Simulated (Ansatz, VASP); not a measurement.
**NaCl: VASP beside Ansatz**

The input INCAR:

```
  PREC = Accurate
  ENCUT = 600
  EDIFF = 1E-7
  ISMEAR = -1
  SIGMA = 0.05
  LREAL = False
  LASPH = True
  NELM = 100
  ALGO = Normal
  ISIF = 3
  LWAVE = False
  LCHARG = False
  GGA = B5
  ALDAX = 1.0
  AGGAX = 1.0
  AGGAC = 1.0
  ALDAC = 0.0
  IBRION = 2
  NSW = 60
  EDIFFG = -0.01
```

KPOINTS

```
regular mesh
0
Gamma
  8 8 8
```

Contents of POSCAR:

```
NaCl
1.0
    0.0000000000      2.7940632177      2.7940632177
    2.7940632177      0.0000000000      2.7940632177
    2.7940632177      2.7940632177      0.0000000000
Cl Na
1 1
Direct
    0.5000000000      0.5000000000      0.5000000000
    0.0000000000      0.0000000000      0.0000000000
```

The input input.yaml:

```yaml
crystal:
  lattice:
    - [0.0, 2.7940632177, 2.7940632177]
    - [2.7940632177, 0.0, 2.7940632177]
    - [2.7940632177, 2.7940632177, 0.0]
  atoms:
    - { symbol: Cl, position: [0.5, 0.5, 0.5] }
    - { symbol: Na, position: [0.0, 0.0, 0.0] }
hamiltonian:
  xc: blyp
  pseudopotentials: { kind: paw }
kpoints:
  mp_grid: { grid: [8, 8, 8] }
scf:
  occupations: { method: fermi_dirac, width: 0.05 }
output:
  forces: true
  stress: true
relax:
  f_tol: 0.01
  max_steps: 40
  cell: { stress_tol: 0.05 }
```

Alike in both runs: task relaxation of cell and atoms; functional BLYP; k mesh 8 × 8 × 8; occupations fermi-dirac, width 0.05 eV; no spin polarisation.

|  | VASP | Ansatz |
| --- | --- | --- |
| version | VASP 6.6.1 | Ansatz 0.2.0 |
| potentials or method | VASP PAW PBE potentials, release 64 (Cl, Na_pv) | Ansatz PAW |
| plane-wave cutoff (eV) | 600 | 420 |
| valence electrons in the cell | 14 | 16 |

Ansatz gave:

| Property | Result |
| --- | --- |
| relaxed volume (Å³/atom) | 23.89 |
| relaxed cell length with the largest relative difference (Å) | 4.073 |

Problem. Which values does VASP return?

Solution. Relaxed volume (Å³/atom): 23.76; relaxed cell length with the largest relative difference (Å): 4.066.

VASP's potentials were made for PBE, not for BLYP. VASP's potentials hold 14 valence electrons a cell and Ansatz's 16, so a difference there can come from the potentials and not from the codes.

Noted on Ansatz's run: the plane-wave basis is chosen anew once the cell has moved, so the energies of steps on either side of that aren't comparable.
